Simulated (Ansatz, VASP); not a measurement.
# GaN: VASP beside Ansatz

```
CELL_PARAMETERS angstrom
0.00000 2.25350 2.25350
2.25350 0.00000 2.25350
2.25350 2.25350 0.00000
ATOMIC_POSITIONS crystal
Ga 0.00000 0.00000 0.00000
N 0.25000 0.25000 0.25000
```

Alike in both runs: task relaxation of cell and atoms; functional revPBE; dispersion D4; k mesh 10 × 10 × 10; occupations fermi-dirac, width 0.05 eV; no spin polarisation.

```csv
,VASP,Ansatz
version,VASP 6.6.1,Ansatz 0.2.0
potentials or method,"VASP PAW PBE potentials, release 64 (Ga_d, N), cutoff 600 eV","all-electron LAPW, scalar-relativistic"
```

Ansatz gave:

| Quantity | Value |
| --- | --- |
| relaxed volume (Å³/atom) | 11.22 |
| relaxed cell length with the largest relative difference (Å) | 3.166 |

Task: What did VASP give for the same quantities?

Result: Relaxed volume (Å³/atom): 11.20; relaxed cell length with the largest relative difference (Å): 3.164.

VASP's potentials were made for PBE, not for revPBE. Ansatz ran all-electron here, and VASP with PAW potentials.
